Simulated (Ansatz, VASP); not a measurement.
# Two plane-wave programs on NiO

The input INCAR:

```
ALGO = Normal ; EDIFF = 1E-6
ENCUT = 600 ; GGA = PE
GGA_COMPAT = F ; ISIF = 2
ISMEAR = -1 ; ISPIN = 2
LASPH = T ; LCHARG = F
LDAU = T ; LDAUJ = 0 0
LDAUL = 2 -1 ; LDAUPRINT = 1
LDAUTYPE = 2 ; LDAUU = 1 0
LMAXMIX = 4 ; LORBIT = 11
LREAL = F ; LWAVE = F
MAGMOM = 1.73 0.34 ; NBANDS = 19
NELM = 200 ; PREC = Accurate
SIGMA = 0.1
```

File KPOINTS:

```
k-points
0
Gamma
  11 11 11
```

POSCAR

```
NiO
1.0
    0.0000000000      2.0859016400      2.0859016400
    2.0859016400      0.0000000000      2.0859016400
    2.0859016400      2.0859016400      0.0000000000
Ni O
1 1
Direct
    0.0000000000      0.0000000000      0.0000000000
    0.5000000000      0.5000000000      0.5000000000
```

input.yaml

```yaml
crystal:
  lattice: { a: 4.17180328, b: 4.17180328, c: 4.17180328, alpha: 90.0, beta: 90.0, gamma: 90.0 }
  space_group: 225
  reduce_to_primitive: true
  atoms:
    - { symbol: Ni, wyckoff: "4a", position: [0.0, 0.0, 0.0], spin: 1.0 }
    - { symbol: O, wyckoff: "4b", position: [0.5, 0.0, 0.0] }
hamiltonian:
  xc: pbe
  pseudopotentials: { kind: paw }
  hubbard: { sites: [{ species: Ni, l: d, u_eff: 1.0 }] }
magnetization:
  spin_polarized: true
kpoints:
  mp_grid: { grid: [11, 11, 11] }
scf:
  occupations: { method: fermi_dirac, width: 0.1 }
  n_extra_bands: 6
output:
  forces: true
  stress: true
  eigenvalues: true
  dos: { projected: false, de: 0.05, nscf_kmesh: { grid: [17, 17, 17] } }
  write_density: true
  write_potential: true
  elf: true
  volumetric_format: npy
```

Alike in both runs: functional PBE; k mesh 11 × 11 × 11; occupations fermi-dirac, width 0.1 eV; collinear spin; Hubbard terms Ni d U = 1.0 eV.

|  | VASP | Ansatz |
| --- | --- | --- |
| version | VASP 6.6.1 | Ansatz 0.2.0 |
| potentials or method | VASP PAW PBE potentials, release 64 (Ni, O) | Ansatz PAW |
| plane-wave cutoff (eV) | 600 | 420 |
| valence electrons in the cell | 16 | 24 |
| task | single point | density of states |

|  | VASP | Ansatz | Ansatz less VASP |
| --- | --- | --- | --- |
| gap on the k mesh at the Fermi level (eV) | none | none | - |
| pressure (GPa) | 7.2 | 9.1 | +1.88 |
| net moment per atom (μB) | 0.97 | 0.97 | +0.001 |
| size of the moment on the site where the two differ most (μB) | 1.61 | 1.57 | -0.035 |

Site moments also hang on the region over which each program counts them. The programs project onto different local orbitals, so the same U acts differently, and such runs can settle in different states. A gap of «none» marks a metal or a gap that the smearing closes. VASP's potentials hold 16 valence electrons a cell and Ansatz's 24, so a difference there can come from the potentials and not from the codes.

Noted on Ansatz's run: the magnetic or orbital state may not be the lowest.
